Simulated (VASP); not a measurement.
# Rh (P6/mmm) in VASP: further runs, part 2 of 2

VASP 6.6.1. Earlier steps stand in the parts before.

## (4) Single point, PBE, collinear spin, ferromagnetic start

This run uses another cell than the first one, of 19.59 Å³/atom, 2.231 times its volume.

Contents of INCAR:

```
PREC = Accurate ; ENCUT = 500
EDIFF = 1E-6 ; ISMEAR = 0
SIGMA = 0.1 ; LREAL = False
LASPH = True ; NELM = 200
ALGO = Normal ; ISIF = 2
LWAVE = False ; LCHARG = True
ISPIN = 2 ; MAGMOM = 1 1
LORBIT = 11 ; LMAXMIX = 4
GGA = PE ; LELF = True
LVHAR = True ; NBANDS = 26
GGA_COMPAT = False
```

Contents of KPOINTS:

```
Automatic mesh
0
Gamma
  6 6 8
```

Contents of POSCAR:

```
Rh
1.0
    4.2662804299      0.0000000000      0.0000000000
   -2.1331402150      3.6947072320      0.0000000000
    0.0000000000      0.0000000000      2.4850426171
Rh
2
Direct
    0.3333333333      0.6666666667      0.5000000000
    0.6666666667      0.3333333333      0.5000000000
```

Potentials or basis: VASP PAW PBE potentials, release 64 (Rh_pv).

Launch:

```sh
$ cat potpaw_PBE.64/Rh_pv/POTCAR > POTCAR
$ mpirun -np 1 vasp_std > vasp.out
```

OUTCAR:

```text
PREC = Accurate
   ENCUT = 500
   EDIFF = 1E-6
   ISMEAR = 0
   LREAL = False
   LASPH = True
   NELM = 200
   ISIF = 2
   ISPIN = 2
   LORBIT = 11
   GGA = PE

 ion  position               nearest neighbor table
   1  0.333  0.667  0.500-   2 2.46   2 2.46   2 2.46
   2  0.667  0.333  0.500-   1 2.46   1 2.46   1 2.46

  LATTYP: Found a hexagonal cell.
 ALAT       =     4.2662804299
 C/A-ratio  =     0.5824845924

  Lattice vectors:

 A1 = (   4.2662804299,   0.0000000000,   0.0000000000)
 A2 = (  -2.1331402150,   3.6947072320,   0.0000000000)
 A3 = (   0.0000000000,   0.0000000000,   2.4850426171)

Analysis of symmetry for initial positions (statically):
=====================================================================
 Subroutine PRICEL returns:
 Original cell was already a primitive cell.

 Routine SETGRP: Setting up the symmetry group for a
 hexagonal supercell.

 Subroutine GETGRP returns: Found 24 space group operations
 (whereof 24 operations were pure point group operations)
 out of a pool of 24 trial point group operations.

The static configuration has the point symmetry D_6h.

Analysis of symmetry for dynamics (positions and initial velocities):
=====================================================================
 Subroutine PRICEL returns:
 Original cell was already a primitive cell.

 Routine SETGRP: Setting up the symmetry group for a
 hexagonal supercell.

 Subroutine GETGRP returns: Found 24 space group operations
 (whereof 24 operations were pure point group operations)
 out of a pool of 24 trial point group operations.

The dynamic configuration has the point symmetry D_6h.

Analysis of structural, dynamic, and magnetic symmetry:
=====================================================================
 Subroutine PRICEL returns:
 Original cell was already a primitive cell.

 Routine SETGRP: Setting up the symmetry group for a
 hexagonal supercell.

 Subroutine GETGRP returns: Found 24 space group operations
 (whereof 24 operations were pure point group operations)
[... 140 lines left out ...]

 number of electron      29.9999998 magnetization       0.0015662

 Free energy of the ion-electron system (eV)
  ---------------------------------------------------
  ext. energy  EPLUGINS =         0.00000000
  ---------------------------------------------------
  free energy    TOTEN  =       -12.57424189 eV

  energy without entropy =      -12.55125979  energy(sigma->0) =      -12.56275084

 E-fermi :   6.9313     XC(G=0): -11.4509

 val. band max:        6.9167155995   @ k =   0.1667   0.1667   0.1250
 cond. band min:       6.9338574075   @ k =   0.3333  -0.0000   0.2500
 fundamental gap:      0.0171418080
 Fermi energy:         6.9312628288

 spin component 1

 k-point     1 :       0.0000    0.0000    0.0000
  band No.  band energies     occupation
      1     -39.8446      1.00000
      2     -39.8446      1.00000
      3     -39.2436      1.00000
      4     -39.2432      1.00000
      5     -39.2432      1.00000
      6     -39.1246      1.00000
[... 685 lines left out ...]
     25      24.8029      0.00000
     26      25.6251      0.00000

 [... further k-points ...]

 spin component 2

 k-point     1 :       0.0000    0.0000    0.0000
  band No.  band energies     occupation
      1     -39.8441      1.00000
      2     -39.8441      1.00000
      3     -39.2430      1.00000
      4     -39.2427      1.00000
      5     -39.2427      1.00000
      6     -39.1240      1.00000
[... 685 lines left out ...]
     25      24.8032      0.00000
     26      25.6255      0.00000

 [... further k-points ...]
[... 5 lines left out ...]
  --------------------------------------------------------------------------------------
  -------------------------------------------------------------------------------------
  Total       -0.0201777     -0.0201777      0.0537851      0.0000000      0.0000000      0.0000000
  in kB       -0.8253118     -0.8253118      2.1999310      0.0000000      0.0000000      0.0000000
  external PRESSURE =       0.1831025 kB  Pullay stress =       0.0000000 kB

 VOLUME and BASIS-vectors are now :
 -----------------------------------------------------------------------------
  energy-cutoff  :      500.00
  volume of cell :       39.17
      direct lattice vectors                 reciprocal lattice vectors
     4.266280430  0.000000000  0.000000000     0.234396219  0.135328720  0.000000000
    -2.133140215  3.694707232  0.000000000     0.000000000  0.270657440  0.000000000
     0.000000000  0.000000000  2.485042617     0.000000000  0.000000000  0.402407586

 POSITION                                       TOTAL-FORCE (eV/Angst)
 -----------------------------------------------------------------------------------
     -0.00000      2.46314      1.24252        -0.000000      0.000000     -0.000000
      2.13314      1.23157      1.24252         0.000000     -0.000000      0.000000
 -----------------------------------------------------------------------------------
    total drift:                               -0.000000      0.000000      0.000000

  FREE ENERGIE OF THE ION-ELECTRON SYSTEM (eV)
  ---------------------------------------------------
  free  energy   TOTEN  =       -12.5742418907 eV

  energy  without entropy=      -12.5512597920  energy(sigma->0) =      -12.56275084

 total charge

# of ion       s       p       d       tot
------------------------------------------
    1        0.426   6.204   7.163  13.793
    2        0.426   6.204   7.163  13.793
--------------------------------------------------
tot          0.851  12.407  14.327  27.585

 magnetization (x)

# of ion       s       p       d       tot
------------------------------------------
    1        0.000   0.000   0.001   0.001
    2        0.000   0.000   0.001   0.001
--------------------------------------------------
tot          0.000   0.000   0.001   0.001
```

stdout:

```text
POSCAR found type information on POSCAR Rh
 POSCAR found :  1 types and       2 ions
 scaLAPACK will be used
 LDA part: xc-table for (Slater+PW92), standard interpolation
 POSCAR, INCAR and KPOINTS ok, starting setup
 FFT: planning ... GRIDC
 FFT: planning ... GRID_SOFT
 FFT: planning ... GRID
 WAVECAR not read
 entering main loop
```

Wall time 37 s (1 thread of Intel Xeon Platinum 8488C (Sapphire Rapids), shared host); peak memory 0.18 GiB.

What came out:

```yaml
Free_energy: -12.5742 eV
Pressure: 0.0 GPa
Band_gap_on_the_k_mesh: zero (filled and empty bands overlap)
Net_moment: 0.00 μB per cell
Valence_electrons_inside_the_program's_atomic_spheres: Rh 13.79
```

## (5) The runs side by side

```tsv
task	spin	cell	k mesh	gap on the mesh (eV)	pressure (GPa)	relaxed volume (Å³/atom)
relaxation of cell and atoms	off	relaxed from a = 2.230, b = 2.230, c = 4.077 Å, angles 90.0, 90.0, 120.0°, 2 atoms	12 × 12 × 4	none	-0.1	15.70
relaxation of cell and atoms	off	relaxed from a = 4.271, b = 4.271, c = 2.475 Å, angles 90.0, 90.0, 120.0°, 2 atoms	6 × 6 × 8	none	-0.2	19.62
single point	collinear, ferromagnetic start	a = 4.266, b = 4.266, c = 2.485 Å, angles 90.0, 90.0, 120.0°, 2 atoms	6 × 6 × 8	none	0.0	-
```

Alike in all rows: level PBE; potentials or basis VASP PAW PBE potentials, release 64 (Rh_pv); cutoff (eV) 500; smearing gaussian 0.1 eV.

Caveats: some runs use coarse meshes; the volume moved by over 15 % at a fixed basis, so the end points are rough (some runs).

Total energies depend on the potentials used, so only differences within one code and one set of settings carry meaning.
